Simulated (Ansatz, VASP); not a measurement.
## NiO2 in VASP and in Ansatz

```
CELL_PARAMETERS angstrom
2.76565 0.00000 0.00000
-1.38283 2.39513 0.00000
0.00000 0.00000 5.03875
ATOMIC_POSITIONS crystal
Ni 0.00000 0.00000 0.50000
O 0.66667 0.33333 0.70023
O 0.33333 0.66667 0.29977
```

Alike in both runs: task single point; functional PBEsol; k mesh 12 × 12 × 6; occupations gaussian, width 0.05 eV; no spin polarisation.

```csv
,VASP,Ansatz
version,VASP 6.6.1,Ansatz 0.2.0
potentials or method,"VASP PAW PBE potentials, release 64 (Ni, O), cutoff 520 eV","scalar-relativistic, plane waves, PAW"
valence electrons in the cell,22,30
```

```tsv
	VASP	Ansatz	Ansatz less VASP
gap on the k mesh at the Fermi level (eV)	1.03	1.05	+0.024
least direct gap on the mesh (eV)	1.18	1.19	+0.019
pressure (GPa)	-6.3	-7.0	-0.73
traceless stress, the component that is largest in VASP (GPa)	-4.89	-4.78	+0.104
rms of the force components (eV/Å)	0.541	0.576	+0.0349
```

VASP's potentials were made for PBE, not for PBEsol. Atom by atom the forces differ by 0.035 eV/Å (rms over components). With one functional, cell and mesh, what is left measures potentials, basis and numerics. VASP's potentials hold 22 valence electrons a cell and Ansatz's 30, so a difference there can come from the potentials and not from the codes.
